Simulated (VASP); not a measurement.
Set up this calculation in VASP 6.6.1, as the native input.

| Property | Result |
| --- | --- |
| Task | single point |
| Functional | PBEsol |
| Potentials or basis | VASP PAW PBE potentials, release 64 (Pb_d, S) |
| Cutoff | 520 eV |
| k mesh | 10 × 10 × 10 |
| Occupations | gaussian, width 0.05 eV |
| Spin | no spin polarisation |
| Dipole correction | no |
| Further INCAR settings | ALGO = Normal; EDIFF = 1e-06; NBANDS = 17 |

The structure of PbS lies in POSCAR:

```
PbS
1.0
    0.0000000000      2.9515620869      2.9515620869
    2.9515620869      0.0000000000      2.9515620869
    2.9515620869      2.9515620869      0.0000000000
Pb S
1 1
Direct
    0.5000000000      0.5000000000      0.5000000000
    0.0000000000      0.0000000000      0.0000000000
```

These files were run (other wordings do the same):

INCAR

```
SYSTEM = PbS
PREC = Accurate
ENCUT = 520
EDIFF = 1E-6
ISMEAR = 0
SIGMA = 0.05
LREAL = .False.
LASPH = .True.
NELM = 80
ALGO = Normal
ISIF = 2
LWAVE = .False.
LCHARG = .False.
GGA = PS
NBANDS = 17
```

KPOINTS

```
regular mesh
0
Gamma
  10 10 10
  0 0 0
```

Potentials or basis: VASP PAW PBE potentials, release 64 (Pb_d, S).

Run with:

```bash
$ cat potpaw_PBE.64/Pb_d/POTCAR potpaw_PBE.64/S/POTCAR > POTCAR
$ mpirun -np 1 vasp_std > vasp.out
```

It gave:

```
Pressure               : -0.1 GPa
Band gap on the k mesh : 0.20 eV, direct
```

Caveat: the PAW data sets were made with another functional, which shifts forces and pressure a little; spin-orbit coupling is left out, which moves the levels of the heavy elements.

Run time: 30 s on 1 thread of Intel(R) Xeon(R) Platinum 8259CL CPU @ 2.50GHz (Skylake/Cascade Lake), with other jobs on the host, peak memory 0.19 GiB.
